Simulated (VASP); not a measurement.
Set up this calculation in VASP 6.6.1, as the native input.

```
Task                   : single point
Functional             : PBE
Potentials or basis    : VASP PAW PBE potentials, release 64 (Ta_pv, Si)
Cutoff                 : 520 eV
k mesh                 : 14 × 14 × 14
Occupations            : fermi-dirac, width 0.05 eV
Spin                   : no spin polarisation
Dipole correction      : no
Further INCAR settings : ALGO = Normal; EDIFF = 1e-07; NBANDS = 14
```

The structure of TaSi (rocksalt type) lies in POSCAR:

```
TaSi
1.0
    0.0000000000      1.9731825010      1.9731825010
    1.9731825010      0.0000000000      1.9731825010
    1.9731825010      1.9731825010      0.0000000000
Ta Si
1 1
Direct
    0.0000000000      0.0000000000      0.0000000000
    0.5000000000      0.5000000000      0.5000000000
```

These files were run (other wordings do the same):

INCAR

```
PREC = Accurate
ENCUT = 520
EDIFF = 1E-7
ISMEAR = -1
SIGMA = 0.05
LREAL = False
LASPH = True
NELM = 60
ALGO = Normal
ISIF = 2
LWAVE = False
LCHARG = False
GGA = PE
NBANDS = 14
```

KPOINTS

```
regular mesh
0
Gamma
  14 14 14
```

Potentials or basis: VASP PAW PBE potentials, release 64 (Ta_pv, Si).

Launch:

```bash
$ cat potpaw_PBE.64/Ta_pv/POTCAR potpaw_PBE.64/Si/POTCAR > POTCAR
$ mpirun -np 1 vasp_std > vasp.out
```

Results of the run:

```yaml
Pressure: 584.7 GPa
Band_gap_on_the_k_mesh: zero (an odd number of electrons rules out a gap without spin polarisation)
```

Caveat: the cell stands under pressure; spin-orbit coupling is left out, which moves the levels of the heavy elements.

Run time: 7.9 s on 1 thread of Intel(R) Xeon(R) 6975P-C (Granite Rapids), with other jobs on the host, peak memory 0.15 GiB.
